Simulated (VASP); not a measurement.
# SiB5C (Immm) in VASP: single point with PBE

Aim: the single point of SiB5C with PBE.

Everything below comes from runs of VASP 6.6.1. Logs are shortened: lines on timing, memory, paths and dates and some standing lists are left out, and cuts for length are marked.

## (1) The cell of the first run

The structure is orthorhombic, space group Immm (No. 71). The conventional cell has a = 4.217 Å, b = 4.509 Å, c = 6.090 Å, α = 90.00°, β = 90.00°, γ = 90.00°. Si (site symmetry mmm) has 2 C at 2.11 Å and 14 B at 2.20 to 2.78 Å within 2.8 Å. B (site symmetry m) has 3 B at 1.63 to 2.02 Å and 1 Si at 2.20 Å within 2.2 Å. Within 2.3 Å of B (site symmetry mmm) lie 4 B at 1.63 Å and 2 Si at 2.25 Å. C (site symmetry mmm) has 2 Si at 2.11 Å and 12 B at 2.41 to 2.60 Å within 2.8 Å.

The cell was built from a structure type or drawn by symmetry, and may not be a known phase.

## (2) Single point, PBE

Contents of INCAR:

```
  ALGO = Normal
  EDIFF = 1E-6
  ENCUT = 600
  GGA = PE
  GGA_COMPAT = F
  ISIF = 2
  ISMEAR = 0
  LASPH = T
  LCHARG = T
  LELF = T
  LREAL = F
  LVHAR = T
  LWAVE = F
  NBANDS = 20
  NELM = 120
  PREC = Accurate
  SIGMA = 0.2
```

Contents of KPOINTS:

```
k-points
0
Gamma
  4 4 4
```

Contents of POSCAR:

```
SiB5C
1.0
   -2.1084771084      3.0450506834      2.2547215877
    2.1084771084     -3.0450506834      2.2547215877
    2.1084771084      3.0450506834     -2.2547215877
Si B C
1 5 1
Direct
    0.5000000000      0.5000000000      0.0000000000
    0.8344634338      0.3048380088      0.1393014426
    0.1655365662      0.6951619912      0.8606985574
    0.1655365662      0.3048380088      0.4703745750
    0.8344634338      0.6951619912      0.5296254250
    0.0000000000      0.0000000000      0.0000000000
    0.5000000000      0.0000000000      0.5000000000
```

Potentials or basis: VASP PAW PBE potentials, release 64 (Si, B, C).

The run is started by

```bash
cat potpaw_PBE.64/Si/POTCAR potpaw_PBE.64/B/POTCAR potpaw_PBE.64/C/POTCAR > POTCAR
mpirun -np 1 vasp_std > vasp.out
```

OUTCAR:

```text
EDIFF = 1E-6
   ENCUT = 600
   GGA = PE
   ISIF = 2
   ISMEAR = 0
   LASPH = T
   LREAL = F
   NELM = 120
   PREC = Accurate

 ion  position               nearest neighbor table
   1  0.500  0.500  0.000-   7 2.11   7 2.11   4 2.20   5 2.20   3 2.20   2 2.20   6 2.25   6 2.25

   2  0.834  0.305  0.139-   6 1.63   5 1.65   4 2.02   1 2.20
   3  0.166  0.695  0.861-   6 1.63   4 1.65   5 2.02   1 2.20
   4  0.166  0.305  0.470-   6 1.63   3 1.65   2 2.02   1 2.20
   5  0.834  0.695  0.530-   6 1.63   2 1.65   3 2.02   1 2.20
   6  0.000  0.000  0.000-   2 1.63   3 1.63   4 1.63   5 1.63   1 2.25   1 2.25
   7  0.500  0.000  0.500-   1 2.11   1 2.11

  LATTYP: Found a body centered orthorhombic cell.
 ALAT       =     4.2169542168
 B/A-ratio  =     1.0693602405
 C/A-ratio  =     1.4441943293

  Lattice vectors:

 A1 = (   2.1084771084,  -3.0450506834,  -2.2547215877)
 A2 = (  -2.1084771084,  -3.0450506834,   2.2547215877)
 A3 = (  -2.1084771084,   3.0450506834,  -2.2547215877)

Analysis of symmetry for initial positions (statically):
=====================================================================
 Subroutine PRICEL returns:
 Original cell was already a primitive cell.

 Routine SETGRP: Setting up the symmetry group for a
 body centered orthorhombic supercell.

 Subroutine GETGRP returns: Found  8 space group operations
 (whereof  8 operations were pure point group operations)
 out of a pool of  8 trial point group operations.

The static configuration has the point symmetry D_2h.

Analysis of symmetry for dynamics (positions and initial velocities):
=====================================================================
 Subroutine PRICEL returns:
 Original cell was already a primitive cell.

 Routine SETGRP: Setting up the symmetry group for a
 body centered orthorhombic supercell.

 Subroutine GETGRP returns: Found  8 space group operations
 (whereof  8 operations were pure point group operations)
 out of a pool of  8 trial point group operations.

The dynamic configuration has the point symmetry D_2h.

 Subroutine INISYM returns: Found  8 space group operations
 (whereof  8 operations are pure point group operations),
 and found     1 'primitive' translations

----------------------------------------------------------------------------------------

                                     Primitive cell

  volume of cell :      57.9050

  direct lattice vectors                    reciprocal lattice vectors
    -2.108477108  3.045050683  2.254721588     0.000000000  0.164200879  0.221756869
     2.108477108 -3.045050683  2.254721588     0.237137979  0.000000000  0.221756869
     2.108477108  3.045050683 -2.254721588     0.237137979  0.164200879  0.000000000

  length of vectors
     4.336101800  4.336101800  4.336101800     0.275931219  0.324669879  0.288437775

  position of ions in fractional coordinates (direct lattice)
     0.500000000  0.500000000  0.000000000
     0.834463434  0.304838009  0.139301443
     0.165536566  0.695161991  0.860698557
     0.165536566  0.304838009  0.470374575
     0.834463434  0.695161991  0.529625425
     0.000000000  0.000000000  0.000000000
     0.500000000  0.000000000  0.500000000

  ion indices of the primitive-cell ions
   primitive index   ion index
                 1           1
                 2           2
                 3           3
                 4           4
                 5           5
                 6           6
                 7           7

----------------------------------------------------------------------------------------

 KPOINTS: k-points

Automatic generation of k-mesh.
 Grid dimensions read from file:
 generate k-points for:    4    4    4

 Generating k-lattice:

  Cartesian coordinates                     Fractional coordinates (reciprocal lattice)
     0.000000000  0.041050220  0.055439217     0.250000000  0.000000000  0.000000000
     0.059284495  0.000000000  0.055439217     0.000000000  0.250000000  0.000000000
     0.059284495  0.041050220  0.000000000     0.000000000  0.000000000  0.250000000

  Length of vectors
     0.068982805  0.081167470  0.072109444

  Shift w.r.t. Gamma in fractional coordinates (k-lattice)
     0.000000000  0.000000000  0.000000000

 Subroutine IBZKPT returns following result:
 ===========================================

 Found     18 irreducible k-points:

 Following reciprocal coordinates:
            Coordinates               Weight
  0.000000  0.000000  0.000000      1.000000
  0.250000  0.000000 -0.000000      4.000000
  0.500000  0.000000 -0.000000      2.000000
  0.000000  0.250000  0.000000      4.000000
  0.250000  0.250000  0.000000      8.000000
  0.500000  0.250000  0.000000      8.000000
[... 10 lines left out ...]
 -0.250000 -0.250000  0.250000      2.000000
  0.500000  0.500000  0.500000      1.000000
   k-points           NKPTS =     18   k-points in BZ     NKDIM =     18   number of bands    NBANDS=     20
   number of dos      NEDOS =    301   number of ions     NIONS =      7
   total plane-waves  NPLWV =  46656
   dimension x,y,z NGX =    36 NGY =   36 NGZ =   36
   dimension x,y,z NGXF=    72 NGYF=   72 NGZF=   72
   ions per type =               1   5   1
   NGX,Y,Z   is equivalent  to a cutoff of  13.80, 13.80, 13.80 a.u.
   NGXF,Y,Z  is equivalent  to a cutoff of  27.60, 27.60, 27.60 a.u.
 SYSTEM =  unknown system
   PREC   = accura    normal or accurate (medium, high low for compatibility)
   ISTART =      0    job   : 0-new  1-cont  2-samecut
   ICHARG =      2    charge: 1-file 2-atom 10-const
   ISPIN  =      1    spin polarized calculation?
   LNONCOLLINEAR =      F non collinear calculations
   LSORBIT =      F    spin-orbit coupling
   LASPH  =      T    aspherical Exc in radial PAW
   ENCUT  =  600.0 eV  44.10 Ry    6.64 a.u.   8.66  8.66  8.66*2*pi/ulx,y,z
   NELM   =    120;   NELMIN=  2; NELMDL= -5     # of ELM steps
   EDIFF  = 0.1E-05   stopping-criterion for ELM
   LREAL  =      F    real-space projection
   EDIFFG = 0.1E-04   stopping-criterion for IOM
   NSW    =      0    number of steps for IOM
   IBRION =     -1    ionic relax: 0-MD 1-quasi-New 2-CG
   NFREE  =      0    steps in history (QN), initial steepest desc. (CG)
   ISIF   =      2    stress and relaxation
   ISYM   =      2    0-nonsym 1-usesym 2-fastsym
   POTIM  = 0.5000    time-step for ionic-motion
   TEBEG  =    0.0;   TEEND  =   0.0 temperature during run
   PSTRESS=    0.0 pullay stress
   NELECT =      23.0000    total number of electrons
   NUPDOWN=      -1.0000    fix difference up-down
   EMIN   =  10.00;   EMAX   =-10.00  energy-range for DOS
   EFERMI =   0.00;   METHOD = LEGACY
   ISMEAR =     0;   SIGMA  =   0.20  broadening in eV -4-tet -1-fermi 0-gaus
   EFERMI_NEDOS =   21; number of points for ismear=-14 and -15
   IALGO  =     38    algorithm
   IMIX   =      4    mixing-type and parameters
     AMIX     =   0.40;   BMIX     =  1.00
     AMIX_MAG =   1.60;   BMIX_MAG =  1.00
  volume/ion in A,a.u.               =       8.27        55.82
  Fermi-wavevector in a.u.,A,eV,Ry     =   1.203406  2.274107 19.703751  1.448185
  Thomas-Fermi vector in A             =   2.339160
   LORBIT       =      0    0 simple, 1 ext, 2 COOP (PROOUT), +10 PAW based schemes
   GGA     = PE    functional components
   LHFCALC =     F    Hartree Fock is set to
   AEXX    =    0.0000 exact exchange contribution
   IVDW    =     0    specifies the selected vdW correction
   LEPSILON=     F    determine dielectric tensor
   LRPA    =     F    only Hartree local field effects (RPA)
 non-spin polarized calculation
 Gauss-broadening in eV      SIGMA  =   0.20
  energy-cutoff  :      600.00
  volume of cell :       57.91
 maximum number of plane-waves:      1965
 NGX is ok and might be reduce to    36
   NGX = 17   NGY = 17   NGZ = 17

 number of electron      23.0000000 magnetization

 Free energy of the ion-electron system (eV)
  ---------------------------------------------------
  ext. energy  EPLUGINS =         0.00000000
  ---------------------------------------------------
  free energy    TOTEN  =       -38.35006603 eV

  energy without entropy =      -38.31334677  energy(sigma->0) =      -38.33170640

 E-fermi :   7.5899     XC(G=0): -11.7891

 val. band max:        7.5694525648   @ k =  -0.2500   0.2500   0.0000
 cond. band min:       7.5956424104   @ k =   0.2500   0.2500   0.2500
 fundamental gap:      0.0261898456
 Fermi energy:         7.5898527989

 k-point     1 :       0.0000    0.0000    0.0000
  band No.  band energies     occupation
      1      -8.3041      2.00000
      2      -1.4561      2.00000
      3      -0.1568      2.00000
      4       0.1486      2.00000
      5       1.1788      2.00000
      6       1.8009      2.00000
[... 12 lines left out ...]
     19      16.0864      0.00000
     20      17.0724      0.00000

 k-point     2 :       0.2500    0.0000   -0.0000
  band No.  band energies     occupation
      1      -7.7182      2.00000
      2      -3.3451      2.00000
      3      -0.5222      2.00000
      4      -0.1782      2.00000
      5       0.6214      2.00000
      6       1.1926      2.00000
[... 12 lines left out ...]
     19      15.7328      0.00000
     20      16.7070      0.00000

 k-point     3 :       0.5000    0.0000   -0.0000
  band No.  band energies     occupation
      1      -6.0645      2.00000
      2      -5.9207      2.00000
      3      -0.6728      2.00000
      4      -0.1088      2.00000
      5      -0.0150      2.00000
      6       1.1216      2.00000
[... 12 lines left out ...]
     19      14.7059      0.00000
     20      15.3975      0.00000

 k-point     4 :       0.0000    0.2500    0.0000
  band No.  band energies     occupation
      1      -7.4883      2.00000
      2      -2.4794      2.00000
      3      -1.8143      2.00000
      4      -1.1482      2.00000
      5      -0.7730      2.00000
      6       0.4029      2.00000
[... 291 lines left out ...]
 k-point    17 :      -0.2500   -0.2500    0.2500
  band No.  band energies     occupation
      1      -6.7688      2.00000
      2      -4.3971      2.00000
      3      -2.4510      2.00000
      4      -0.7112      2.00000
      5      -0.2967      2.00000
      6       1.5755      2.00000
[... 12 lines left out ...]
     19      14.1323      0.00000
     20      15.1357      0.00000

 k-point    18 :       0.5000    0.5000    0.5000
  band No.  band energies     occupation
      1      -5.8637      2.00000
      2      -3.9063      2.00000
      3      -3.1853      2.00000
      4      -1.9662      2.00000
      5      -1.4866      2.00000
      6      -0.8941      2.00000
[... 12 lines left out ...]
     19      11.6494      0.00000
     20      13.2714      0.00000

------------------------ aborting loop because EDIFF is reached ----------------------------------------

  FORCE on cell =-STRESS in cart. coord.  units (eV):
  Direction    XX          YY          ZZ          XY          YZ          ZX
  --------------------------------------------------------------------------------------
  -------------------------------------------------------------------------------------
  Total        0.1836930     -0.1745449     -0.2698661      0.0000000      0.0000000      0.0000000
  in kB        5.0826111     -4.8294907     -7.4669377      0.0000000      0.0000000      0.0000000
  external PRESSURE =      -2.4046057 kB  Pullay stress =       0.0000000 kB

 VOLUME and BASIS-vectors are now :
 -----------------------------------------------------------------------------
  energy-cutoff  :      600.00
  volume of cell :       57.91
      direct lattice vectors                 reciprocal lattice vectors
    -2.108477108  3.045050683  2.254721588     0.000000000  0.164200879  0.221756869
     2.108477108 -3.045050683  2.254721588     0.237137979  0.000000000  0.221756869
     2.108477108  3.045050683 -2.254721588     0.237137979  0.164200879  0.000000000

 POSITION                                       TOTAL-FORCE (eV/Angst)
 -----------------------------------------------------------------------------------
      0.00000      0.00000      2.25472        -0.000000      0.000000     -0.000000
     -0.82299      2.03692      2.25472        -0.004016     -0.014825     -0.000000
      2.93147      1.00813      0.00000         0.004016      0.014825      0.000000
      1.28549      1.00813     -0.00000        -0.004016      0.014825      0.000000
      0.82299      2.03692      2.25472         0.004016     -0.014825     -0.000000
      0.00000      0.00000      0.00000         0.000000      0.000000     -0.000000
      0.00000      3.04505      0.00000        -0.000000      0.000000     -0.000000
 -----------------------------------------------------------------------------------
    total drift:                                0.000000      0.000000     -0.000000

  FREE ENERGIE OF THE ION-ELECTRON SYSTEM (eV)
  ---------------------------------------------------
  free  energy   TOTEN  =       -38.3500660331 eV

  energy  without entropy=      -38.3133467685  energy(sigma->0) =      -38.33170640
```

Wall time 42 s (1 thread of Intel Xeon 8259CL, shared host); peak memory 0.2 GiB.

What came out:

* Free energy: -38.3501 eV
* Pressure: -0.2 GPa
* Largest force: 0.015 eV/Å
* Band gap on the k mesh: zero (an odd number of electrons rules out a gap without spin polarisation)

Forces on the atoms (eV/Å):
```
Si   0.000  0.000  0.000
B   -0.004 -0.015  0.000
B    0.004  0.015  0.000
B   -0.004  0.015  0.000
B    0.004 -0.015  0.000
B    0.000  0.000  0.000
C    0.000  0.000  0.000
```

Stress tensor (GPa, compression positive):
```
 0.51  0.00  0.00
 0.00 -0.48  0.00
 0.00  0.00 -0.75
```

Caveat: the k points lie up to 0.45 Å⁻¹ apart, too coarse for converged energies and pressures of a metal.
